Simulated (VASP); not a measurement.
# Pb (P6_3mc) in VASP: single point with PBE

Aim: the single point of Pb with PBE.

Everything below comes from runs of VASP 6.6.1. Logs are shortened: lines on timing, memory, paths and dates and some standing lists are left out, and cuts for length are marked.

## (1) The cell of the first run

The structure is hexagonal, space group P6_3mc (No. 186). The conventional cell has a = 3.590 Å, b = 3.590 Å, c = 10.817 Å, α = 90.00°, β = 90.00°, γ = 120.00°. Within 2.8 Å of Pb (site symmetry 3m) lie 3 Pb at 2.12 Å. Within 2.8 Å of Pb (site symmetry 3m) lie 3 Pb at 2.12 Å.

## (2) Single point, PBE (C replaced by Pb, lengths x 1.553, strained)

The input, INCAR:

```
  PREC = Accurate
  ENCUT = 520
  EDIFF = 1E-6
  ISMEAR = 0
  SIGMA = 0.1
  LREAL = F
  LASPH = T
  NELM = 100
  ALGO = Normal
  ISIF = 2
  LWAVE = F
  LCHARG = F
  GGA = PE
  NBANDS = 36
```

The input, KPOINTS:

```
regular mesh
0
Gamma
  15 15 4
```

The input, POSCAR:

```
Pb
1.0
    3.5898267211      0.0000000000      0.0000000000
   -1.7949133605      3.1088811356      0.0000000000
    0.0000000000      0.0000000000     10.8172079658
Pb
4
Direct
    0.0000000000      0.0000000000      0.0220913108
    0.0000000000      0.0000000000      0.5220913108
    0.3333333333      0.6666666667     -0.0170913108
    0.6666666667      0.3333333333      0.4829086892
```

Potentials or basis: VASP PAW PBE potentials, release 64 (Pb_d).

Started as:

```
$ cat potpaw_PBE.64/Pb_d/POTCAR > POTCAR
$ mpirun -np 1 vasp_std > vasp.out
```

OUTCAR:

```text
PREC = Accurate
   ENCUT = 520
   EDIFF = 1E-6
   ISMEAR = 0
   LREAL = F
   LASPH = T
   NELM = 100
   ISIF = 2
   GGA = PE

 ion  position               nearest neighbor table
   1  0.000  0.000  0.022-   3 2.12   3 2.12   3 2.12
   2  0.000  0.000  0.522-   4 2.12   4 2.12   4 2.12
   3  0.333  0.667  0.983-   1 2.12   1 2.12   1 2.12
   4  0.667  0.333  0.483-   2 2.12   2 2.12   2 2.12

  LATTYP: Found a hexagonal cell.
 ALAT       =     3.5898267211
 C/A-ratio  =     3.0132952942

  Lattice vectors:

 A1 = (   3.5898267211,   0.0000000000,   0.0000000000)
 A2 = (  -1.7949133605,   3.1088811356,   0.0000000000)
 A3 = (   0.0000000000,   0.0000000000,  10.8172079658)

Analysis of symmetry for initial positions (statically):
=====================================================================
 Subroutine PRICEL returns:
 Original cell was already a primitive cell.

 Routine SETGRP: Setting up the symmetry group for a
 hexagonal supercell.

 Subroutine GETGRP returns: Found 12 space group operations
 (whereof  6 operations were pure point group operations)
 out of a pool of 24 trial point group operations.

The static configuration has the point symmetry C_3v.
 The point group associated with its full space group is C_6v.

Analysis of symmetry for dynamics (positions and initial velocities):
=====================================================================
 Subroutine PRICEL returns:
 Original cell was already a primitive cell.

 Routine SETGRP: Setting up the symmetry group for a
 hexagonal supercell.

 Subroutine GETGRP returns: Found 12 space group operations
 (whereof  6 operations were pure point group operations)
 out of a pool of 24 trial point group operations.

The dynamic configuration has the point symmetry C_3v.
 The point group associated with its full space group is C_6v.

 Subroutine INISYM returns: Found 12 space group operations
 (whereof  6 operations are pure point group operations),
 and found     1 'primitive' translations

----------------------------------------------------------------------------------------

                                     Primitive cell

  volume of cell :     120.7238

  direct lattice vectors                    reciprocal lattice vectors
     3.589826721  0.000000000  0.000000000     0.278564978  0.160829565  0.000000000
    -1.794913361  3.108881136  0.000000000     0.000000000  0.321659130  0.000000000
     0.000000000  0.000000000 10.817207966     0.000000000  0.000000000  0.092445297

  length of vectors
     3.589826721  3.589826721 10.817207966     0.321659130  0.321659130  0.092445297

  position of ions in fractional coordinates (direct lattice)
     0.000000000  0.000000000  0.022091311
     0.000000000  0.000000000  0.522091311
     0.333333333  0.666666667  0.982908689
     0.666666667  0.333333333  0.482908689

  ion indices of the primitive-cell ions
   primitive index   ion index
                 1           1
                 2           2
                 3           3
                 4           4

----------------------------------------------------------------------------------------

 KPOINTS: regular mesh

Automatic generation of k-mesh.
 Grid dimensions read from file:
 generate k-points for:   15   15    4

 Generating k-lattice:

  Cartesian coordinates                     Fractional coordinates (reciprocal lattice)
     0.018570999  0.010721971  0.000000000     0.066666667  0.000000000  0.000000000
     0.000000000  0.021443942  0.000000000     0.000000000  0.066666667  0.000000000
     0.000000000  0.000000000  0.023111324     0.000000000  0.000000000  0.250000000

  Length of vectors
     0.021443942  0.021443942  0.023111324

  Shift w.r.t. Gamma in fractional coordinates (k-lattice)
     0.000000000  0.000000000  0.000000000

 Subroutine IBZKPT returns following result:
 ===========================================

 Found     81 irreducible k-points:

 Following reciprocal coordinates:
            Coordinates               Weight
  0.000000  0.000000  0.000000      1.000000
  0.066667 -0.000000  0.000000      6.000000
  0.133333  0.000000  0.000000      6.000000
  0.200000  0.000000  0.000000      6.000000
  0.266667  0.000000  0.000000      6.000000
  0.333333  0.000000  0.000000      6.000000
[... 16 lines left out ...]
  0.333333  0.200000  0.000000     12.000000
  0.400000  0.200000  0.000000      6.000000
 [... further k-points ...]
   k-points           NKPTS =     81   k-points in BZ     NKDIM =     81   number of bands    NBANDS=     36
   number of dos      NEDOS =    301   number of ions     NIONS =      4
   total plane-waves  NPLWV =  62720
   dimension x,y,z NGX =    28 NGY =   28 NGZ =   80
   dimension x,y,z NGXF=    56 NGYF=   56 NGZF=  160
   ions per type =               4
   NGX,Y,Z   is equivalent  to a cutoff of  12.97, 12.97, 12.29 a.u.
   NGXF,Y,Z  is equivalent  to a cutoff of  25.93, 25.93, 24.59 a.u.
 SYSTEM =  unknown system
   PREC   = accura    normal or accurate (medium, high low for compatibility)
   ISTART =      0    job   : 0-new  1-cont  2-samecut
   ICHARG =      2    charge: 1-file 2-atom 10-const
   ISPIN  =      1    spin polarized calculation?
   LNONCOLLINEAR =      F non collinear calculations
   LSORBIT =      F    spin-orbit coupling
   LASPH  =      T    aspherical Exc in radial PAW
   ENCUT  =  520.0 eV  38.22 Ry    6.18 a.u.   6.67  6.67 20.11*2*pi/ulx,y,z
   NELM   =    100;   NELMIN=  2; NELMDL= -5     # of ELM steps
   EDIFF  = 0.1E-05   stopping-criterion for ELM
   LREAL  =      F    real-space projection
   EDIFFG = 0.1E-04   stopping-criterion for IOM
   NSW    =      0    number of steps for IOM
   IBRION =     -1    ionic relax: 0-MD 1-quasi-New 2-CG
   NFREE  =      0    steps in history (QN), initial steepest desc. (CG)
   ISIF   =      2    stress and relaxation
   ISYM   =      2    0-nonsym 1-usesym 2-fastsym
   POTIM  = 0.5000    time-step for ionic-motion
   TEBEG  =    0.0;   TEEND  =   0.0 temperature during run
   PSTRESS=    0.0 pullay stress
   NELECT =      56.0000    total number of electrons
   NUPDOWN=      -1.0000    fix difference up-down
   EMIN   =  10.00;   EMAX   =-10.00  energy-range for DOS
   EFERMI =   0.00;   METHOD = LEGACY
   ISMEAR =     0;   SIGMA  =   0.10  broadening in eV -4-tet -1-fermi 0-gaus
   EFERMI_NEDOS =   21; number of points for ismear=-14 and -15
   IALGO  =     38    algorithm
   IMIX   =      4    mixing-type and parameters
     AMIX     =   0.40;   BMIX     =  1.00
     AMIX_MAG =   1.60;   BMIX_MAG =  1.00
  volume/ion in A,a.u.               =      30.18       203.67
  Fermi-wavevector in a.u.,A,eV,Ry     =   1.267282  2.394816 21.851004  1.606004
  Thomas-Fermi vector in A             =   2.400438
   LORBIT       =      0    0 simple, 1 ext, 2 COOP (PROOUT), +10 PAW based schemes
   GGA     = PE    functional components
   LHFCALC =     F    Hartree Fock is set to
   AEXX    =    0.0000 exact exchange contribution
   IVDW    =     0    specifies the selected vdW correction
   LEPSILON=     F    determine dielectric tensor
   LRPA    =     F    only Hartree local field effects (RPA)
 non-spin polarized calculation
 Gauss-broadening in eV      SIGMA  =   0.10
  energy-cutoff  :      520.00
  volume of cell :      120.72
 maximum number of plane-waves:      3293
 NGX is ok and might be reduce to    28
   NGX = 13   NGY = 13   NGZ = 41

 number of electron      55.9999998 magnetization

 Free energy of the ion-electron system (eV)
  ---------------------------------------------------
  ext. energy  EPLUGINS =         0.00000000
  ---------------------------------------------------
  free energy    TOTEN  =        21.41430444 eV

  energy without entropy =       21.42111332  energy(sigma->0) =       21.41770888

 E-fermi :   8.3415     XC(G=0):  -9.0686

 val. band max:        8.3380729214   @ k =   0.4000   0.1333   0.2500
 cond. band min:       8.3595618907   @ k =   0.4000   0.2000   0.0000
 fundamental gap:      0.0214889693
 Fermi energy:         8.3414538494

 k-point     1 :       0.0000    0.0000    0.0000
  band No.  band energies     occupation
      1     -14.0984      2.00000
      2     -14.0983      2.00000
      3     -14.0421      2.00000
      4     -14.0421      2.00000
      5     -14.0421      2.00000
      6     -14.0421      2.00000
[... 28 lines left out ...]
     35      13.3480      0.00000
     36      14.7638      0.00000

 k-point     2 :       0.0667   -0.0000    0.0000
  band No.  band energies     occupation
      1     -14.1789      2.00000
      2     -14.1789      2.00000
      3     -14.1785      2.00000
      4     -14.1784      2.00000
      5     -14.0994      2.00000
      6     -14.0993      2.00000
[... 28 lines left out ...]
     35      13.3565      0.00000
     36      15.1880      0.00000

 k-point     3 :       0.1333    0.0000    0.0000
  band No.  band energies     occupation
      1     -14.4148      2.00000
      2     -14.4148      2.00000
      3     -14.4019      2.00000
      4     -14.4018      2.00000
      5     -14.1076      2.00000
      6     -14.1075      2.00000
[... 28 lines left out ...]
     35      14.5099      0.00000
     36      15.0202      0.00000

 k-point     4 :       0.2000    0.0000    0.0000
  band No.  band energies     occupation
      1     -14.6532      2.00000
      2     -14.6531      2.00000
      3     -14.6106      2.00000
      4     -14.6105      2.00000
      5     -14.1232      2.00000
      6     -14.1231      2.00000
[... 28 lines left out ...]
     35      14.6334      0.00000
     36      15.6636      0.00000

 k-point     5 :       0.2667    0.0000    0.0000
  band No.  band energies     occupation
      1     -14.8670      2.00000
      2     -14.8669      2.00000
      3     -14.7839      2.00000
      4     -14.7839      2.00000
      5     -14.1462      2.00000
      6     -14.1462      2.00000
[... 655 lines left out ...]
 k-point    22 :       0.2667    0.2000    0.0000
  band No.  band energies     occupation
      1     -15.5228      2.00000
      2     -15.5228      2.00000
      3     -14.5989      2.00000
      4     -14.5989      2.00000
      5     -14.1898      2.00000
      6     -14.1898      2.00000
[... 28 lines left out ...]
     35      14.8277      0.00000
     36      14.9115      0.00000

 k-point    23 :       0.3333    0.2000    0.0000
  band No.  band energies     occupation
      1     -15.6377      2.00000
      2     -15.6377      2.00000
      3     -14.5647      2.00000
      4     -14.5647      2.00000
      5     -14.2131      2.00000
      6     -14.2131      2.00000
[... 28 lines left out ...]
     35      14.6230      0.00000
     36      14.8096      0.00000

 k-point    24 :       0.4000    0.2000    0.0000
  band No.  band energies     occupation
      1     -15.6771      2.00000
      2     -15.6771      2.00000
      3     -14.5486      2.00000
      4     -14.5486      2.00000
      5     -14.2244      2.00000
      6     -14.2243      2.00000
[... 28 lines left out ...]
     35      14.5688      0.00000
     36      14.7672      0.00000

 [... further k-points ...]

------------------------ aborting loop because EDIFF is reached ----------------------------------------

  FORCE on cell =-STRESS in cart. coord.  units (eV):
  Direction    XX          YY          ZZ          XY          YZ          ZX
  --------------------------------------------------------------------------------------
  -------------------------------------------------------------------------------------
  Total      144.6679290    144.6679290     10.0760608      0.0000000      0.0000000      0.0000000
  in kB     1919.9506416   1919.9506415    133.7237603      0.0000000      0.0000000      0.0000000
  external PRESSURE =    1324.5416812 kB  Pullay stress =       0.0000000 kB

 VOLUME and BASIS-vectors are now :
 -----------------------------------------------------------------------------
  energy-cutoff  :      520.00
  volume of cell :      120.72
      direct lattice vectors                 reciprocal lattice vectors
     3.589826721  0.000000000  0.000000000     0.278564978  0.160829565  0.000000000
    -1.794913361  3.108881136  0.000000000     0.000000000  0.321659130  0.000000000
     0.000000000  0.000000000 10.817207966     0.000000000  0.000000000  0.092445297

 POSITION                                       TOTAL-FORCE (eV/Angst)
 -----------------------------------------------------------------------------------
      0.00000      0.00000      0.23897         0.000000     -0.000000     12.305588
      0.00000      0.00000      5.64757         0.000000      0.000000     12.305588
     -0.00000      2.07259     10.63233        -0.000000      0.000000    -12.305588
      1.79491      1.03629      5.22372         0.000000      0.000000    -12.305588
 -----------------------------------------------------------------------------------
    total drift:                                0.000000      0.000000     -0.000579

  FREE ENERGIE OF THE ION-ELECTRON SYSTEM (eV)
  ---------------------------------------------------
  free  energy   TOTEN  =        21.4143044437 eV

  energy  without entropy=       21.4211133227  energy(sigma->0) =       21.41770888
```

Run time: 7.9 min. Hardware: 1 thread of Intel Xeon 8259CL, shared host; peak memory 0.4 GiB.

What came out:

| Item | Value |
| --- | --- |
| Free energy | 21.4143 eV |
| Pressure | 132.5 GPa |
| Largest force | 12.306 eV/Å |
| Band gap on the k mesh | zero (bands 28 and 29 overlap by 2.53 eV) |

Forces on the atoms (eV/Å):
```
Pb    0.000   0.000  12.306
Pb    0.000   0.000  12.306
Pb    0.000   0.000 -12.306
Pb    0.000   0.000 -12.306
```

Caveat: the cell differs from its parent crystal (C replaced by Pb, lengths x 1.553, strained); the stress differs along the axes, from 13 to 192 GPa; spin-orbit coupling is left out, which moves the levels of the heavy elements; forces of over 1 eV/Å act on the atoms, so gaps and moduli don't describe the material at rest.

The gap in the log of VASP goes by the Fermi energy; the results here count the filled bands.